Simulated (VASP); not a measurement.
# La2O3 (P-3m1) in VASP: vibrations by perturbation theory with PBEsol

Aim: the vibrations by perturbation theory of La2O3 with PBEsol.

All numbers are computed with VASP 6.6.1; they aren't measurements. Logs are shortened: lines on timing, memory, paths and dates and some standing lists are left out, and cuts for length are marked.

## 1. The cell of the first run

It takes space group P-3m1 (No. 164, trigonal). Conventional cell: a = 3.906 Å, b = 3.906 Å, c = 6.041 Å, α = 90.00°, β = 90.00°, γ = 120.00°. Within 3.1 Å of La (site symmetry 3m) lie 7 O at 2.35 to 2.70 Å. O (site symmetry -3m) has 6 La at 2.70 Å and 6 O at 3.11 Å within 3.6 Å. Within 3.2 Å of O (site symmetry 3m) lie 4 La at 2.35 to 2.42 Å and 6 O at 2.86 to 3.11 Å.

## 2. Vibrations by perturbation theory, PBEsol

INCAR

```
PREC = Accurate
ENCUT = 520
EDIFF = 1E-8
ISMEAR = 0
SIGMA = 0.01
LREAL = False
LASPH = True
NELM = 60
ALGO = Normal
ISIF = 2
LWAVE = False
LCHARG = False
GGA = PS
NBANDS = 28
IBRION = 8
NSW = 1
LEPSILON = True
```

KPOINTS

```
regular mesh
0
Gamma
  6 6 4
```

POSCAR

```
La2O3
1.0
    3.9059906959      0.0000000000      0.0000000000
   -1.9529953480      3.3826871696      0.0000000000
    0.0000000000      0.0000000000      6.0410032769
La O
2 3
Direct
    0.3333333333      0.6666666667      0.2453859984
    0.6666666667      0.3333333333      0.7546140016
    0.0000000000      0.0000000000      0.0000000000
    0.3333333333      0.6666666667      0.6459835432
    0.6666666667      0.3333333333      0.3540164568
```

Potentials or basis: VASP PAW PBE potentials, release 64 (La, O).

The run is started by

```console
$ cat potpaw_PBE.64/La/POTCAR potpaw_PBE.64/O/POTCAR > POTCAR
$ mpirun -np 1 vasp_std > vasp.out
```

OUTCAR:

```text
PREC = Accurate
   ENCUT = 520
   EDIFF = 1E-8
   ISMEAR = 0
   LREAL = False
   LASPH = True
   NELM = 60
   ISIF = 2
   GGA = PS
   IBRION = 8
   NSW = 1
   LEPSILON = True

 ion  position               nearest neighbor table
   1  0.333  0.667  0.245-   5 2.35   5 2.35   5 2.35   4 2.42   3 2.70   3 2.70   3 2.70
   2  0.667  0.333  0.755-   4 2.35   4 2.35   4 2.35   5 2.42   3 2.70   3 2.70   3 2.70
   3  0.000  0.000  0.000-   1 2.70   2 2.70   2 2.70   1 2.70   2 2.70   1 2.70
   4  0.333  0.667  0.646-   2 2.35   2 2.35   2 2.35   1 2.42
   5  0.667  0.333  0.354-   1 2.35   1 2.35   1 2.35   2 2.42

  LATTYP: Found a hexagonal cell.
 ALAT       =     3.9059906959
 C/A-ratio  =     1.5465995050

  Lattice vectors:

 A1 = (   3.9059906959,   0.0000000000,   0.0000000000)
 A2 = (  -1.9529953480,   3.3826871696,   0.0000000000)
 A3 = (   0.0000000000,   0.0000000000,   6.0410032769)

Analysis of symmetry for initial positions (statically):
=====================================================================
 Subroutine PRICEL returns:
 Original cell was already a primitive cell.

 Routine SETGRP: Setting up the symmetry group for a
 hexagonal supercell.

 Subroutine GETGRP returns: Found 12 space group operations
 (whereof 12 operations were pure point group operations)
 out of a pool of 24 trial point group operations.

The static configuration has the point symmetry D_3d.

Analysis of symmetry for dynamics (positions and initial velocities):
=====================================================================
 Subroutine PRICEL returns:
 Original cell was already a primitive cell.

 Routine SETGRP: Setting up the symmetry group for a
 hexagonal supercell.

 Subroutine GETGRP returns: Found 12 space group operations
 (whereof 12 operations were pure point group operations)
 out of a pool of 24 trial point group operations.

The dynamic configuration has the point symmetry D_3d.

 Subroutine INISYM returns: Found 12 space group operations
 (whereof 12 operations are pure point group operations),
 and found     1 'primitive' translations

----------------------------------------------------------------------------------------

                                     Primitive cell

  volume of cell :      79.8182

  direct lattice vectors                    reciprocal lattice vectors
     3.905990696  0.000000000  0.000000000     0.256016995  0.147811481  0.000000000
    -1.952995348  3.382687170  0.000000000     0.000000000  0.295622962  0.000000000
     0.000000000  0.000000000  6.041003277     0.000000000  0.000000000  0.165535418

  length of vectors
     3.905990696  3.905990696  6.041003277     0.295622962  0.295622962  0.165535418

  position of ions in fractional coordinates (direct lattice)
     0.333333333  0.666666667  0.245385998
     0.666666667  0.333333333  0.754614002
     0.000000000  0.000000000  0.000000000
     0.333333333  0.666666667  0.645983543
     0.666666667  0.333333333  0.354016457

  ion indices of the primitive-cell ions
[... 960 lines left out ...]
 -----------------------------------------------------------------------------
     2.72926 -0.00000 -0.00000
    -0.00000  2.72926  0.00000
     0.00000  0.00000 -2.16549

 MACROSCOPIC STATIC DIELECTRIC TENSOR (including local field effects in DFT)
 ------------------------------------------------------
           4.894026    -0.000000     0.000000
          -0.000000     4.894026     0.000000
          -0.000000     0.000000     4.823709
 ------------------------------------------------------

 PIEZOELECTRIC TENSOR (including local field effects)  for field in x, y, z        (e  Angst)
          XX          YY          ZZ          XY          YZ          ZX
  --------------------------------------------------------------------------------
  x     0.00000     0.00000     0.00000     0.00000     0.00000     0.00000
  y     0.00000     0.00000     0.00000     0.00000     0.00000     0.00000
  z     0.00000     0.00000     0.00000     0.00000     0.00000     0.00000

 PIEZOELECTRIC TENSOR (including local field effects)  for field in x, y, z        (C/m^2)
          XX          YY          ZZ          XY          YZ          ZX
  --------------------------------------------------------------------------------
  x     0.00000     0.00000     0.00000     0.00000     0.00000     0.00000
  y     0.00000     0.00000     0.00000     0.00000     0.00000     0.00000
  z     0.00000     0.00000     0.00000     0.00000     0.00000     0.00000

 BORN EFFECTIVE CHARGES (including local field effects) (in |e|, cummulative output)
 ---------------------------------------------------------------------------------
 ion    1
    1     4.21450    -0.00000    -0.00000
    2    -0.00000     4.21450     0.00000
    3     0.00000     0.00000     3.85144
 ion    2
    1     4.21450    -0.00000    -0.00000
    2    -0.00000     4.21450     0.00000
    3     0.00000     0.00000     3.85144
 ion    3
    1    -2.72040     0.00000    -0.00000
    2     0.00000    -2.72040     0.00000
    3    -0.00000     0.00000    -2.58035
 ion    4
    1    -2.85430     0.00000     0.00000
    2     0.00000    -2.85430    -0.00000
    3    -0.00000    -0.00000    -2.56127
 ion    5
    1    -2.85430     0.00000     0.00000
    2     0.00000    -2.85430    -0.00000
    3    -0.00000    -0.00000    -2.56127

 INTERNAL STRAIN TENSOR FOR ION    5 for displacements in x,y,z  (eV/Angst):
          X           Y           Z          XY          YZ          ZX
  --------------------------------------------------------------------------------
  x    -0.00000     0.00000     0.00000     5.86499     0.00000    -1.96062
  y     5.86499    -5.86499    -0.00000     0.00000    -1.77830     0.00000
  z    -2.72926    -2.72926     2.16549     0.00000    -0.00000     0.00000

 SECOND DERIVATIVES (NOT SYMMETRIZED)
 ------------------------------------
               1X          1Y          1Z          2X          2Y          2Z          3X          3Y          3Z          4X          4Y          4Z          5X          5Y          5Z
  1X    -6.266878    0.000000   -0.000000    0.815453   -0.000000   -0.000000    0.020771   -0.000000    0.000000    0.838848   -0.000000    0.000000    4.591807   -0.000000    0.000000
  1Y     0.000000   -6.266878    0.000000   -0.000000    0.815453    0.000000   -0.000000    0.020771   -0.000000   -0.000000    0.838848    0.000000   -0.000000    4.591807    0.000000
  1Z    -0.000000    0.000000  -12.808352    0.000000    0.000000    8.951023    0.000000    0.000000   -0.387331    0.000000    0.000000   -0.063618    0.000000    0.000000    4.308279
  2X     0.815453   -0.000000   -0.000000   -6.266878    0.000000   -0.000000    0.020771   -0.000000    0.000000    4.591807   -0.000000    0.000000    0.838848   -0.000000    0.000000
  2Y    -0.000000    0.815453    0.000000    0.000000   -6.266878    0.000000   -0.000000    0.020771   -0.000000   -0.000000    4.591807    0.000000   -0.000000    0.838848    0.000000
  2Z     0.000000    0.000000    8.951023   -0.000000    0.000000  -12.808352    0.000000    0.000000   -0.387331    0.000000    0.000000    4.308279    0.000000    0.000000   -0.063618
  3X     0.015459   -0.000000    0.000000    0.015459   -0.000000    0.000000   -2.501389    0.000000    0.000000    1.235235   -0.000000    0.000000    1.235235   -0.000000    0.000000
  3Y    -0.000000    0.015459    0.000000   -0.000000    0.015459    0.000000    0.000000   -2.501389    0.000000   -0.000000    1.235235    0.000000   -0.000000    1.235235    0.000000
  3Z    -0.000000    0.000000   -0.388564   -0.000000    0.000000   -0.388564    0.000000    0.000000   -5.637791    0.000000    0.000000    3.207460    0.000000    0.000000    3.207460
  4X     0.859448   -0.000000    0.000000    4.531048   -0.000000   -0.000000    1.235825   -0.000000    0.000000   -7.809863    0.000000    0.000000    1.183542   -0.000000    0.000000
  4Y    -0.000000    0.859448    0.000000   -0.000000    4.531048    0.000000   -0.000000    1.235825    0.000000    0.000000   -7.809863    0.000000   -0.000000    1.183542    0.000000
  4Z     0.000000    0.000000   -0.062203   -0.000000    0.000000    4.314876    0.000000    0.000000    3.205699   -0.000000    0.000000   -8.027690    0.000000    0.000000    0.569318
  5X     4.531048   -0.000000   -0.000000    0.859448   -0.000000    0.000000    1.235825   -0.000000    0.000000    1.183542   -0.000000    0.000000   -7.809863    0.000000    0.000000
  5Y    -0.000000    4.531048    0.000000   -0.000000    0.859448    0.000000   -0.000000    1.235825    0.000000   -0.000000    1.183542    0.000000    0.000000   -7.809863    0.000000
  5Z    -0.000000    0.000000    4.314876    0.000000    0.000000   -0.062203    0.000000    0.000000    3.205699    0.000000    0.000000    0.569318   -0.000000    0.000000   -8.027690

 Eigenvectors and eigenvalues of the dynamical matrix
 ----------------------------------------------------

   1 f  =   13.146227 THz    82.600178 2PiTHz  438.510921 cm-1    54.368400 meV
             X         Y         Z           dx          dy          dz
     -0.000000  2.255125  1.482378     0.000000    0.000000   -0.080185
      1.952995  1.127562  4.558626    -0.000000   -0.000000   -0.080185
      0.000000  0.000000  0.000000     0.000000    0.000000   -0.622410
     -0.000000  2.255125  3.902389     0.000000    0.000000    0.547607
      1.952995  1.127562  2.138615    -0.000000   -0.000000    0.547607
[... 105 lines left out ...]
  15 f/i=    0.012378 THz     0.077775 2PiTHz    0.412895 cm-1     0.051192 meV
             X         Y         Z           dx          dy          dz
     -0.000000  2.255125  1.482378    -0.261583    0.597733   -0.000000
      1.952995  1.127562  4.558626    -0.261583    0.597733   -0.000000
      0.000000  0.000000  0.000000    -0.089358    0.204188   -0.000000
     -0.000000  2.255125  3.902389    -0.089153    0.203721   -0.000000
      1.952995  1.127562  2.138615    -0.089153    0.203721   -0.000000

--------------------------------------------------------------------------------------------------------

 MACROSCOPIC STATIC DIELECTRIC TENSOR IONIC CONTRIBUTION
 ------------------------------------------------------
          21.360608    -0.000000     0.000000
          -0.000000    21.360608    -0.000000
           0.000000    -0.000000    22.015942
 ------------------------------------------------------

 ELASTIC MODULI CONTR FROM IONIC RELAXATION (kBar)
 Direction    XX          YY          ZZ          XY          YZ          ZX
 --------------------------------------------------------------------------------
 XX        -426.5840    251.3308    -95.5311      0.0000    198.9214     -0.0000
 YY         251.3308   -426.5840    -95.5311      0.0000   -198.9214      0.0000
 ZZ         -95.5311    -95.5311   -308.8068      0.0000     -0.0000      0.0000
 XY           0.0000      0.0000      0.0000   -338.9574      0.0000    205.0220
 YZ         198.9214   -198.9214     -0.0000      0.0000   -139.3263      0.0000
 ZX          -0.0000      0.0000      0.0000    205.0220      0.0000   -144.5602
 --------------------------------------------------------------------------------

 PIEZOELECTRIC TENSOR IONIC CONTR  for field in x, y, z        (C/m^2)
          XX          YY          ZZ          XY          YZ          ZX
  --------------------------------------------------------------------------------
  x    -0.00000     0.00000     0.00000    -0.00000     0.00000     0.00000
  y     0.00000    -0.00000    -0.00000     0.00000    -0.00000    -0.00000
  z     0.00000     0.00000     0.00000     0.00000     0.00000    -0.00000
```

Run time: 34 min. Hardware: 1 thread of Intel Xeon 6975P-C (Granite Rapids), shared host; peak memory 0.68 GiB.

What came out:

| Quantity | Value |
| --- | --- |
| Electronic dielectric tensor (diagonal) | 4.89, 4.89, 4.82 |
| Born charges (mean of the diagonal) | La +4.09; O -2.67, -2.76 (each value once) e |
| Highest phonon frequency at Γ, LO-TO splitting left out | 439 cm⁻¹ |

Phonon frequencies in cm⁻¹ (negative: imaginary):
```csv
q point,frequencies
"(0.000, 0.000, 0.000)",0 0 0 103 103 187 187 192 195 362 362 390 395 395 439
```

Electronic dielectric tensor:
```
4.89 0.00 0.00
0.00 4.89 0.00
0.00 0.00 4.82
```

Born effective charge tensors (e):
atom 1, La
```
4.21 0.00 0.00
0.00 4.21 0.00
0.00 0.00 3.85
```
atom 2, La
```
4.21 0.00 0.00
0.00 4.21 0.00
0.00 0.00 3.85
```
atom 3, O
```
-2.72  0.00  0.00
 0.00 -2.72  0.00
 0.00  0.00 -2.58
```
atom 4, O
```
-2.85  0.00  0.00
 0.00 -2.85  0.00
 0.00  0.00 -2.56
```
atom 5, O
```
-2.85  0.00  0.00
 0.00 -2.85  0.00
 0.00  0.00 -2.56
```

Caveat: spin-orbit coupling is left out, which moves the levels of the heavy elements.
